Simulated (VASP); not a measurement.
Here is a VASP 6.6.1 calculation.

INCAR

```
ALGO = Normal
EDIFF = 1E-7
ENCUT = 520
GGA = PE
ISIF = 2
ISMEAR = 0
LASPH = True
LCHARG = False
LREAL = Auto
LWAVE = False
NBANDS = 52
NELECT = 74.0
NELM = 80
PREC = Accurate
SIGMA = 0.05
```

The input KPOINTS:

```
k-points
0
Gamma
  2 2 2
```

The input POSCAR:

```
CuSi16
1.0
    0.0000000000      5.4300000000      5.4300000000
    5.4300000000      0.0000000000      5.4300000000
    5.4300000000      5.4300000000      0.0000000000
Si Cu
16 1
Direct
    0.0014590239      0.0051903315     -0.0118976980
    0.1184394107      0.1412366483      0.1176948435
   -0.0009008287      0.0010459484      0.5080496317
    0.1437705341      0.1219016575      0.6138000000
   -0.0428059853      0.5087428177      0.0247081952
    0.1181875691      0.6231461326      0.1171982505
   -0.0011348066      0.4928918969      0.5075219153
    0.1120972376      0.6178348066      0.6531753223
    0.4923476980      0.0136068140     -0.0040823204
    0.6288348987      0.1262157459      0.1194595764
    0.5149220074     -0.0040636280      0.4935177716
    0.6270368324      0.1283697974      0.6215600368
    0.4921326888      0.4986442910     -0.0038336096
    0.5854879374      0.6400662063      0.1351658379
    0.4865034991      0.5006640884      0.5126095764
    0.6268457643      0.6235698895      0.6218430018
    0.1611607735      0.7762782689      0.2863723757
```

Potentials or basis: VASP PAW PBE potentials, release 64 (Si, Cu).

Run with:

```bash
$ cat potpaw_PBE.64/Si/POTCAR potpaw_PBE.64/Cu/POTCAR > POTCAR
$ mpirun -np 1 vasp_std > vasp.out
```

(1) What does it give for the largest force?

Answers

(1) 0.025 eV/Å.

Caveat: the k points lie up to 0.50 Å⁻¹ apart; the cell carries a net charge on a neutralising background, which shifts energy and pressure.
